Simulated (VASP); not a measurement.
Set up this calculation in VASP 6.6.1, as the native input.

```
Task                   : single point
Functional             : PBE
Potentials or basis    : VASP PAW PBE potentials, release 64 (Tl_d, As)
Cutoff                 : 520 eV
k mesh                 : 6 × 6 × 6
Occupations            : gaussian, width 0.1 eV
Spin                   : no spin polarisation
Dipole correction      : no
Further INCAR settings : ALGO = Fast; EDIFF = 1e-06; NBANDS = 22
```

The structure of Tl2As lies in POSCAR:

```
Tl2As
1.0
   -1.8800587551      1.8800587551      6.1171879366
    1.8800587551     -1.8800587551      6.1171879366
    1.8800587551      1.8800587551     -6.1171879366
Tl As
2 1
Direct
    0.3400000000      0.3400000000      0.0000000000
    0.6600000000      0.6600000000      0.0000000000
    0.0000000000      0.0000000000      0.0000000000
```

These files were run (other wordings do the same):

INCAR

```
SYSTEM = Tl2As
  PREC = Accurate
  ENCUT = 520
  EDIFF = 1E-6
  ISMEAR = 0
  SIGMA = 0.1
  LREAL = .False.
  LASPH = .True.
  NELM = 100
  ALGO = Fast
  ISIF = 2
  LWAVE = .False.
  LCHARG = .False.
  GGA = PE
  NBANDS = 22
```

KPOINTS

```
regular mesh
0
Gamma
  6 6 6
  0 0 0
```

Potentials or basis: VASP PAW PBE potentials, release 64 (Tl_d, As).

Run with:

```sh
$ cat potpaw_PBE.64/Tl_d/POTCAR potpaw_PBE.64/As/POTCAR > POTCAR
$ mpirun -np 1 vasp_std > vasp.out
```

It gave:

```yaml
Pressure: -1.5 GPa
Largest_force: 0.676 eV/Å
```

Caveat: the k points lie up to 0.39 Å⁻¹ apart.

It took 2.2 min on 1 thread of AMD EPYC 7R13 Processor (Zen 3) (shared host), peak memory 0.33 GiB.
